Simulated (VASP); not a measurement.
Here is a VASP 6.6.1 calculation.

The input INCAR:

```
SYSTEM = Mn
PREC = Accurate
ENCUT = 520
EDIFF = 1E-6
ISMEAR = -1
SIGMA = 0.1
LREAL = .FALSE.
LASPH = .TRUE.
NELM = 80
ALGO = Normal
ISIF = 2
LWAVE = .FALSE.
LCHARG = .FALSE.
GGA = CA
NBANDS = 34
```

File KPOINTS:

```
Automatic mesh
0
G
  19 19 6
  0 0 0
```

POSCAR

```
Mn
1.0
    2.4340047625      0.0000000000      0.0000000000
   -1.2170023812      2.1079099573      0.0000000000
    0.0000000000      0.0000000000      7.8377764739
Mn
4
Direct
    1.0000000000      0.0000000000      1.0000000000
    1.0000000000      1.0000000000      0.5000000000
    0.3333333333      0.6666666667      0.2500000000
    0.6666666667      0.3333333333      0.7500000000
```

Potentials or basis: VASP PAW LDA potentials, release 64 (Mn_pv).

Launch:

```bash
$ cat potpaw_LDA.64/Mn_pv/POTCAR > POTCAR
$ mpirun -np 1 vasp_std > vasp.out
```

(1) Estimate the band gap on the k mesh.

(2) Estimate the pressure.

Results:

(1) zero (band 26 reaches 12.64 eV, above the bottom of band 27 at 10.30 eV).

(2) 0.4 GPa.

Caveat: the run has no spin polarisation, though such a crystal can be magnetic.
